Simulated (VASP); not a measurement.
# Hf (P-1) in VASP: single point with PBEsol

Aim: the single point of Hf with PBEsol.

Program: VASP 6.6.1. These are calculated values, not measurements. Logs are shortened: lines on timing, memory, paths and dates and some standing lists are left out, and cuts for length are marked.

## Step 1: The cell of the first run

The typed cell holds 2 atoms: a = 3.197 Å, b = 3.197 Å, c = 5.058 Å, α = 90.00°, β = 90.00°, γ = 120.00°.

## Step 2: Single point, PBEsol (atom 1 (Hf) moved by (+0.300, -0.600) A along [1 1 0] and z)

Contents of INCAR:

```
SYSTEM = Hf
PREC = Accurate ; ENCUT = 520
EDIFF = 1E-6 ; ISMEAR = 0
SIGMA = 0.15 ; LREAL = .FALSE.
LASPH = .TRUE. ; NELM = 60
ALGO = Fast ; ISIF = 2
LWAVE = .FALSE. ; LCHARG = .FALSE.
GGA = PS ; NBANDS = 17
```

Contents of KPOINTS:

```
Automatic mesh
0
G
  18 18 10
  0 0 0
```

Contents of POSCAR:

```
Hf
1.0
    3.1966985242      0.0000000000      0.0000000000
   -1.5983492621      2.7684221302      0.0000000000
    0.0000000000      0.0000000000      5.0578000000
Hf
2
Direct
    0.4380058631      0.7432922766      0.1313713472
    0.6666666667      0.3333333333      0.7500000000
```

Potentials or basis: VASP PAW PBE potentials, release 64 (Hf_pv).

Command:

```bash
$ cat potpaw_PBE.64/Hf_pv/POTCAR > POTCAR
$ mpirun -np 1 vasp_std > vasp.out
```

OUTCAR:

```text
SYSTEM = Hf
   PREC = Accurate
   ENCUT = 520
   EDIFF = 1E-6
   ISMEAR = 0
   LREAL = .FALSE.
   LASPH = .TRUE.
   NELM = 60
   ISIF = 2
   GGA = PS

 ion  position               nearest neighbor table
   1  0.438  0.743  0.131-   2 2.54   2 2.63   2 2.88   2 3.54   2 3.61   2 3.79
   2  0.667  0.333  0.750-   1 2.54   1 2.63   1 2.88   1 3.54   1 3.61   1 3.79

  LATTYP: Found a hexagonal cell.
 ALAT       =     3.1966985242
 C/A-ratio  =     1.5821948681

  Lattice vectors:

 A1 = (   3.1966985242,   0.0000000000,   0.0000000000)
 A2 = (  -1.5983492621,   2.7684221302,   0.0000000000)
 A3 = (   0.0000000000,   0.0000000000,   5.0578000000)

Analysis of symmetry for initial positions (statically):
=====================================================================
 Subroutine PRICEL returns:
 Original cell was already a primitive cell.

 Routine SETGRP: Setting up the symmetry group for a
 hexagonal supercell.

 Subroutine GETGRP returns: Found  2 space group operations
 (whereof  1 operations were pure point group operations)
 out of a pool of 24 trial point group operations.

The static configuration has the point symmetry C_1 .
 The point group associated with its full space group is S_2 .

Analysis of symmetry for dynamics (positions and initial velocities):
=====================================================================
 Subroutine PRICEL returns:
 Original cell was already a primitive cell.

 Routine SETGRP: Setting up the symmetry group for a
 hexagonal supercell.

 Subroutine GETGRP returns: Found  2 space group operations
 (whereof  1 operations were pure point group operations)
 out of a pool of 24 trial point group operations.

The dynamic configuration has the point symmetry C_1 .
 The point group associated with its full space group is S_2 .

 Subroutine INISYM returns: Found  2 space group operations
 (whereof  1 operations are pure point group operations),
 and found     1 'primitive' translations

----------------------------------------------------------------------------------------

                                     Primitive cell

  volume of cell :      44.7606

  direct lattice vectors                    reciprocal lattice vectors
     3.196698524  0.000000000  0.000000000     0.312822743  0.180608295  0.000000000
    -1.598349262  2.768422130  0.000000000     0.000000000  0.361216589  0.000000000
     0.000000000  0.000000000  5.057800000     0.000000000  0.000000000  0.197714421

  length of vectors
     3.196698524  3.196698524  5.057800000     0.361216589  0.361216589  0.197714421

  position of ions in fractional coordinates (direct lattice)
     0.438005863  0.743292277  0.131371347
     0.666666667  0.333333333  0.750000000

  ion indices of the primitive-cell ions
   primitive index   ion index
                 1           1
                 2           2

----------------------------------------------------------------------------------------

 KPOINTS: Automatic mesh

Automatic generation of k-mesh.
 Grid dimensions read from file:
 generate k-points for:   18   18   10

 Generating k-lattice:

  Cartesian coordinates                     Fractional coordinates (reciprocal lattice)
     0.017379041  0.010033794  0.000000000     0.055555556  0.000000000  0.000000000
     0.000000000  0.020067588  0.000000000     0.000000000  0.055555556  0.000000000
     0.000000000  0.000000000  0.019771442     0.000000000  0.000000000  0.100000000

  Length of vectors
     0.020067588  0.020067588  0.019771442

  Shift w.r.t. Gamma in fractional coordinates (k-lattice)
     0.000000000  0.000000000  0.000000000

 Subroutine IBZKPT returns following result:
 ===========================================

 Found   1624 irreducible k-points:

 Following reciprocal coordinates:
            Coordinates               Weight
  0.000000  0.000000  0.000000      1.000000
  0.055556  0.000000  0.000000      2.000000
  0.000000  0.055556  0.000000      2.000000
 -0.055556  0.055556  0.000000      2.000000
  0.111111  0.000000  0.000000      2.000000
  0.000000  0.111111  0.000000      2.000000
[... 16 lines left out ...]
  0.444444 -0.000000  0.000000      2.000000
  0.000000  0.444444  0.000000      2.000000
 [... further k-points ...]
   k-points           NKPTS =   1624   k-points in BZ     NKDIM =   1624   number of bands    NBANDS=     17
   number of dos      NEDOS =    301   number of ions     NIONS =      2
   total plane-waves  NPLWV =  23040
   dimension x,y,z NGX =    24 NGY =   24 NGZ =   40
   dimension x,y,z NGXF=    48 NGYF=   48 NGZF=   80
   ions per type =               2
   NGX,Y,Z   is equivalent  to a cutoff of  12.48, 12.48, 13.15 a.u.
   NGXF,Y,Z  is equivalent  to a cutoff of  24.96, 24.96, 26.30 a.u.
 SYSTEM =  Hf
   PREC   = accura    normal or accurate (medium, high low for compatibility)
   ISTART =      0    job   : 0-new  1-cont  2-samecut
   ICHARG =      2    charge: 1-file 2-atom 10-const
   ISPIN  =      1    spin polarized calculation?
   LNONCOLLINEAR =      F non collinear calculations
   LSORBIT =      F    spin-orbit coupling
   LASPH  =      T    aspherical Exc in radial PAW
   ENCUT  =  520.0 eV  38.22 Ry    6.18 a.u.   5.94  5.94  9.40*2*pi/ulx,y,z
   NELM   =     60;   NELMIN=  2; NELMDL= -5     # of ELM steps
   EDIFF  = 0.1E-05   stopping-criterion for ELM
   LREAL  =      F    real-space projection
   EDIFFG = 0.1E-04   stopping-criterion for IOM
   NSW    =      0    number of steps for IOM
   IBRION =     -1    ionic relax: 0-MD 1-quasi-New 2-CG
   NFREE  =      0    steps in history (QN), initial steepest desc. (CG)
   ISIF   =      2    stress and relaxation
   ISYM   =      2    0-nonsym 1-usesym 2-fastsym
   POTIM  = 0.5000    time-step for ionic-motion
   TEBEG  =    0.0;   TEEND  =   0.0 temperature during run
   PSTRESS=    0.0 pullay stress
   NELECT =      20.0000    total number of electrons
   NUPDOWN=      -1.0000    fix difference up-down
   EMIN   =  10.00;   EMAX   =-10.00  energy-range for DOS
   EFERMI =   0.00;   METHOD = LEGACY
   ISMEAR =     0;   SIGMA  =   0.15  broadening in eV -4-tet -1-fermi 0-gaus
   EFERMI_NEDOS =   21; number of points for ismear=-14 and -15
   IALGO  =     68    algorithm
   IMIX   =      4    mixing-type and parameters
     AMIX     =   0.40;   BMIX     =  1.00
     AMIX_MAG =   1.60;   BMIX_MAG =  1.00
  volume/ion in A,a.u.               =      22.38       151.03
  Fermi-wavevector in a.u.,A,eV,Ry     =   1.251564  2.365112 21.312324  1.566412
  Thomas-Fermi vector in A             =   2.385505
   LORBIT       =      0    0 simple, 1 ext, 2 COOP (PROOUT), +10 PAW based schemes
   GGA     = PS    functional components
   LHFCALC =     F    Hartree Fock is set to
   AEXX    =    0.0000 exact exchange contribution
   IVDW    =     0    specifies the selected vdW correction
   LEPSILON=     F    determine dielectric tensor
   LRPA    =     F    only Hartree local field effects (RPA)
 non-spin polarized calculation
 RMM-DIIS sequential band-by-band and
 Gauss-broadening in eV      SIGMA  =   0.15
  energy-cutoff  :      520.00
  volume of cell :       44.76
 maximum number of plane-waves:      1236
   NGX = 11   NGY = 11   NGZ = 19

 number of electron      20.0000002 magnetization

 Free energy of the ion-electron system (eV)
  ---------------------------------------------------
  ext. energy  EPLUGINS =         0.00000000
  ---------------------------------------------------
  free energy    TOTEN  =       -19.69396305 eV

  energy without entropy =      -19.67610219  energy(sigma->0) =      -19.68503262

 E-fermi :   4.4712     XC(G=0): -11.2371

 val. band max:        4.4712067907   @ k =   0.1111   0.1111   0.0000
 cond. band min:       4.4715295472   @ k =   0.3333   0.1667   0.4000
 fundamental gap:      0.0003227565
 Fermi energy:         4.4712199479

 k-point     1 :       0.0000    0.0000    0.0000
  band No.  band energies     occupation
      1     -26.6878      2.00000
      2     -25.8162      2.00000
      3     -25.4564      2.00000
      4     -25.3769      2.00000
      5     -25.1695      2.00000
      6     -25.0457      2.00000
[... 9 lines left out ...]
     16       9.3705      0.00000
     17       9.6450      0.00000

 k-point     2 :       0.0556    0.0000    0.0000
  band No.  band energies     occupation
      1     -26.6838      2.00000
      2     -25.8222      2.00000
      3     -25.5052      2.00000
      4     -25.3671      2.00000
      5     -25.1688      2.00000
      6     -25.0457      2.00000
[... 9 lines left out ...]
     16       9.3100      0.00000
     17      10.2740      0.00000

 k-point     3 :       0.0000    0.0556    0.0000
  band No.  band energies     occupation
      1     -26.6838      2.00000
      2     -25.8438      2.00000
      3     -25.4785      2.00000
      4     -25.3693      2.00000
      5     -25.1722      2.00000
      6     -25.0458      2.00000
[... 9 lines left out ...]
     16       9.2133      0.00000
     17       9.9184      0.00000

 k-point     4 :      -0.0556    0.0556    0.0000
  band No.  band energies     occupation
      1     -26.6835      2.00000
      2     -25.8423      2.00000
      3     -25.4742      2.00000
      4     -25.3780      2.00000
      5     -25.1705      2.00000
      6     -25.0447      2.00000
[... 9 lines left out ...]
     16       9.1784      0.00000
     17       9.8834      0.00000
[... 343 lines left out ...]
      1     -26.6227      2.00000
      2     -26.4691      2.00000
      3     -25.7527      2.00000
      4     -25.4707      2.00000
      5     -25.3086      2.00000
      6     -25.0778      2.00000
[... 9 lines left out ...]
     16      10.4047      0.00000
     17      10.9657      0.00000

 k-point    23 :       0.4444   -0.0000    0.0000
  band No.  band energies     occupation
      1     -26.5958      2.00000
      2     -26.2992      2.00000
      3     -25.9940      2.00000
      4     -25.5521      2.00000
      5     -25.2472      2.00000
      6     -25.1076      2.00000
[... 9 lines left out ...]
     16      10.8590      0.00000
     17      11.7276      0.00000

 k-point    24 :       0.0000    0.4444    0.0000
  band No.  band energies     occupation
      1     -26.7177      2.00000
      2     -26.4392      2.00000
      3     -25.8041      2.00000
      4     -25.4255      2.00000
      5     -25.2490      2.00000
      6     -25.1786      2.00000
[... 9 lines left out ...]
     16      10.7449      0.00000
     17      11.4196      0.00000

 [... further k-points ...]
[... 5 lines left out ...]
  --------------------------------------------------------------------------------------
  -------------------------------------------------------------------------------------
  Total        0.0963960      2.4113331      6.1024901     -1.2080103     -0.8808002     -0.6798979
  in kB        3.4504346     86.3121926    218.4348976    -43.2399888    -31.5277049    -24.3365273
  external PRESSURE =     102.7325083 kB  Pullay stress =       0.0000000 kB

 VOLUME and BASIS-vectors are now :
 -----------------------------------------------------------------------------
  energy-cutoff  :      520.00
  volume of cell :       44.76
      direct lattice vectors                 reciprocal lattice vectors
     3.196698524  0.000000000  0.000000000     0.312822743  0.180608295  0.000000000
    -1.598349262  2.768422130  0.000000000     0.000000000  0.361216589  0.000000000
     0.000000000  0.000000000  5.057800000     0.000000000  0.000000000  0.197714421

 POSITION                                       TOTAL-FORCE (eV/Angst)
 -----------------------------------------------------------------------------------
      0.21213      2.05775      0.66445        -0.412814     -0.487928      5.290763
      1.59835      0.92281      3.79335         0.412814      0.487928     -5.290763
 -----------------------------------------------------------------------------------
    total drift:                                0.000001     -0.000001     -0.000005

  FREE ENERGIE OF THE ION-ELECTRON SYSTEM (eV)
  ---------------------------------------------------
  free  energy   TOTEN  =       -19.6939630478 eV

  energy  without entropy=      -19.6761021937  energy(sigma->0) =      -19.68503262
```

Run time: 11 min. Hardware: 1 thread of AMD EPYC 9R45 (Zen 5), shared host; peak memory 0.99 GiB.

What came out:

```
Free energy            : -19.6940 eV
Pressure               : 10.3 GPa
Largest force          : 5.329 eV/Å
Band gap on the k mesh : zero (bands 10 and 11 overlap by 1.15 eV)
```

Forces in eV/Å, atoms in the order of the input:
```
Hf  -0.413 -0.488  5.291
Hf   0.413  0.488 -5.291
```

Stress tensor (GPa, compression positive):
```
 0.35 -4.32 -2.43
-4.32  8.63 -3.15
-2.43 -3.15 21.84
```

Levels at points of the mesh, in eV from the Fermi level:
```tsv
k point	band 7	band 8	band 9	band 10	band 11	band 12	band 13	band 14
(0.00, 0.00, 0.00)	-6.97	-3.74	-0.23	0.49	0.80	0.83	1.24	3.61
(0.50, 0.00, 0.00)	-3.37	-3.32	-1.96	-0.17	0.24	1.48	4.15	5.70
(0.00, 0.50, 0.00)	-3.21	-2.73	-1.08	-0.38	0.48	0.86	2.61	5.39
(0.50, 0.50, 0.00)	-3.20	-2.90	-1.27	-0.37	0.55	0.90	2.99	5.59
(0.00, 0.00, 0.50)	-5.57	-4.52	-1.66	0.47	0.54	0.70	0.80	3.86
(0.50, 0.00, 0.50)	-3.32	-2.79	-1.66	-0.40	0.93	1.36	3.42	3.84
(0.00, 0.50, 0.50)	-3.51	-3.02	-1.37	0.01	1.56	1.64	2.55	4.37
(0.50, 0.50, 0.50)	-3.49	-3.00	-1.39	-0.31	1.55	1.60	3.03	4.11
```

Caveat: the cell differs from its parent crystal (atom 1 (Hf) moved by (+0.300, -0.600) A along [1 1 0] and z); the cell stands under pressure; the PAW data sets were made with another functional, which shifts forces and pressure a little; spin-orbit coupling is left out, which moves the levels of the heavy elements.
